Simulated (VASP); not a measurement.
SnGe5:

```
CELL_PARAMETERS angstrom
6.20215 0.00000 0.00000
-3.10107 5.37122 0.00000
0.00000 0.00000 4.21292
ATOMIC_POSITIONS crystal
Sn 0.00000 0.00000 0.00000
Ge 0.55181 0.00000 0.00000
Ge 0.00000 0.55181 0.00000
Ge 0.44819 0.44819 0.00000
Ge 0.33333 0.66667 0.00000
Ge 0.66667 0.33333 0.00000
```

The cell was built from a structure type or drawn by symmetry, and may not be a known phase.

```yaml
Program: VASP 6.6.1
Task: relaxation of cell and atoms
Functional: PBE
Potentials_or_basis: VASP PAW PBE potentials, release 64 (Sn_d, Ge_d)
Cutoff: 600 eV
k_mesh: 3 × 3 × 4
Occupations: gaussian, width 0.1 eV
Spin: no spin polarisation
```

At the start: pressure 77.9 GPa; volume 23.39 Å³/atom.

Question: Where does the relaxation end?

Answer: Over 30 steps the energy falls by 3695.8 meV/atom and the volume is 26.12 Å³/atom (+11.7 %); space group P-62m (No. 189, to 0.1 Å) before and after.

Step by step:
```csv
step,energy change (eV),largest force (eV/Å),pressure (GPa),volume (Å³)
1,0.0000,7.4800,77.90,140.35
2,0.7127,0.3038,-25.41,461.70
3,-18.1283,0.4485,-5.36,274.92
4,-18.5256,0.6347,-4.75,262.37
5,-19.2837,1.3951,-1.98,223.18
6,-17.0917,3.4750,12.79,179.44
7,-19.3235,1.4772,-1.68,220.40
8,-19.3247,1.5941,-1.19,217.11
9,-19.7172,1.5802,-1.41,210.02
10,-20.8336,1.1395,-1.44,189.44
11,-21.3086,2.5762,4.84,151.37
12,-21.5078,0.6403,-1.24,175.37
13,-21.8014,0.5489,0.42,163.16
14,-21.9430,1.1091,0.64,157.22
15,-21.9695,0.9633,-0.02,158.91
16,-21.9747,0.8957,-0.10,159.62
17,-22.0840,0.3727,-0.28,159.52
18,-22.1248,0.0768,-0.25,159.43
19,-22.1187,0.3108,-0.33,159.19
20,-22.1324,0.1917,-0.35,159.30
21,-22.1339,0.0724,-0.32,159.37
22,-22.1345,0.1269,-0.35,159.34
23,-22.1555,0.0135,0.01,157.42
24,-22.1701,0.0790,0.36,155.52
25,-22.1119,0.2373,1.49,151.61
26,-22.1708,0.0960,0.43,155.03
27,-22.1691,0.1118,-0.31,156.89
28,-22.1727,0.0988,0.11,155.79
29,-22.1749,0.0463,-0.09,156.57
30,-22.1750,0.0365,-0.12,156.72
```

Final structure:
```
Sn Ge
1.0
     7.66880    0.00000    0.00000
    -3.83440    6.64137    0.00000
     0.00000    0.00000    3.07702
Sn Ge
1 5
Direct
  0.00000 0.00000 0.00000
  0.64306 0.00000 0.00000
  0.00000 0.64306 0.00000
  0.35694 0.35694 0.00000
  0.33333 0.66667 0.00000
  0.66667 0.33333 0.00000
```

Caveat: the k points lie up to 0.51 Å⁻¹ apart in the final cell, too coarse for converged energies and pressures of a metal; a cell axis changed by over 15 % at a fixed basis, so the end point is rough.
